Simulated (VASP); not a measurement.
A run of VASP 6.6.1 is set up as follows.

File INCAR:

```
SYSTEM = In2H5
PREC = Accurate
ENCUT = 520
EDIFF = 1E-6
ISMEAR = 0
SIGMA = 0.1
LREAL = .FALSE.
LASPH = .TRUE.
NELM = 100
ALGO = Fast
ISIF = 2
LWAVE = .FALSE.
LCHARG = .TRUE.
GGA = PE
LELF = .TRUE.
LVHAR = .TRUE.
NBANDS = 24
```

Contents of KPOINTS:

```
Automatic mesh
0
G
  10 10 10
  0 0 0
```

Contents of POSCAR:

```
In2H5
1.0
   -2.7280781467      2.7280781467      4.4773103112
    2.7280781467     -2.7280781467      4.4773103112
    2.7280781467      2.7280781467     -4.4773103112
In H
2 5
Direct
    0.2855864560      0.2855864560      0.0000000000
    0.7144135440      0.7144135440      0.0000000000
    0.0000000000      0.0000000000      0.5000000000
    0.5000000000      0.0000000000      0.0000000000
    0.0000000000      0.5000000000      0.0000000000
    0.5000000000      0.5000000000      0.5000000000
    0.5000000000      0.5000000000      0.0000000000
```

Potentials or basis: VASP PAW PBE potentials, release 64 (In_d, H).

Launch:

```bash
$ cat potpaw_PBE.64/In_d/POTCAR potpaw_PBE.64/H/POTCAR > POTCAR
$ mpirun -np 1 vasp_std > vasp.out
```

**Question.** Predict the band gap on the k mesh.

**Answer.** Zero (an odd number of electrons rules out a gap without spin polarisation).

**Question.** What does it give for the largest force?

**Answer.** 0.010 eV/Å.

**Question.** Estimate the pressure.

**Answer.** -0.1 GPa.

Stress tensor (GPa, compression positive):
```
-0.06  0.00  0.00
 0.00 -0.06  0.00
 0.00  0.00 -0.13
```

Caveat: spin-orbit coupling is left out, which moves the levels of the heavy elements.
